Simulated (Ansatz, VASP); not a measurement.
# Cr3Co in VASP and in Ansatz

```
Cr Co
1.0
     3.56500    0.00000    0.00000
     0.00000    3.56500    0.00000
     0.00000    0.00000    3.56500
Cr Co
3 1
Direct
  0.00000 0.50000 0.50000
  0.50000 0.00000 0.50000
  0.50000 0.50000 0.00000
  0.00000 0.00000 0.00000
```

Alike in both runs: task relaxation of cell and atoms; functional PBE; k mesh 12 × 12 × 12; occupations gaussian, width 0.1 eV; no spin polarisation.

|  | VASP | Ansatz |
| --- | --- | --- |
| version | VASP 6.6.1 | Ansatz 0.2.0 |
| potentials or method | VASP PAW PBE potentials, release 64 (Cr_pv, Co), cutoff 600 eV | scalar-relativistic, plane waves, PAW |
| valence electrons in the cell | 45 | 59 |

Ansatz gave:

- gap on the k mesh at the Fermi level, each at its own relaxed structure (eV): none
- relaxed volume (Å³/atom): 11.33
- relaxed cell length with the largest relative difference (Å): 3.565

Question: Estimate VASP's values.

Answer: gap on the k mesh at the Fermi level, each at its own relaxed structure (eV): none; relaxed volume (Å³/atom): 11.31; relaxed cell length with the largest relative difference (Å): 3.563.

A gap of «none» marks a metal or a gap that the smearing closes. VASP's potentials hold 45 valence electrons a cell and Ansatz's 59, so a difference there can come from the potentials and not from the codes.
